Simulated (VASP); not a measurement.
Input of a VASP 6.6.1 run:

INCAR

```
SYSTEM = Mo
PREC = Accurate
ENCUT = 520
EDIFF = 1E-6
ISMEAR = -1
SIGMA = 0.1
LREAL = .False.
LASPH = .True.
NELM = 80
ALGO = Normal
ISIF = 2
LWAVE = .False.
LCHARG = .False.
GGA = PE
NBANDS = 13
```

Contents of KPOINTS:

```
Automatic mesh
0
Gamma
  15 15 15
  0 0 0
```

Contents of POSCAR:

```
Mo
1.0
    0.0000000000      2.0278609767      2.0278609767
    2.0278609767      0.0000000000      2.0278609767
    2.0278609767      2.0278609767      0.0000000000
Mo
1
Direct
    0.0000000000      0.0000000000      0.0000000000
```

Potentials or basis: VASP PAW PBE potentials, release 64 (Mo_sv).

The run is started by

```sh
$ cat potpaw_PBE.64/Mo_sv/POTCAR > POTCAR
$ mpirun -np 1 vasp_std > vasp.out
```

(1) What does it give for the pressure?

(2) Estimate the band gap on the k mesh.

Answers

(1) -8.0 GPa.

(2) zero (band 7 reaches 14.79 eV, above the bottom of band 8 at 10.52 eV).
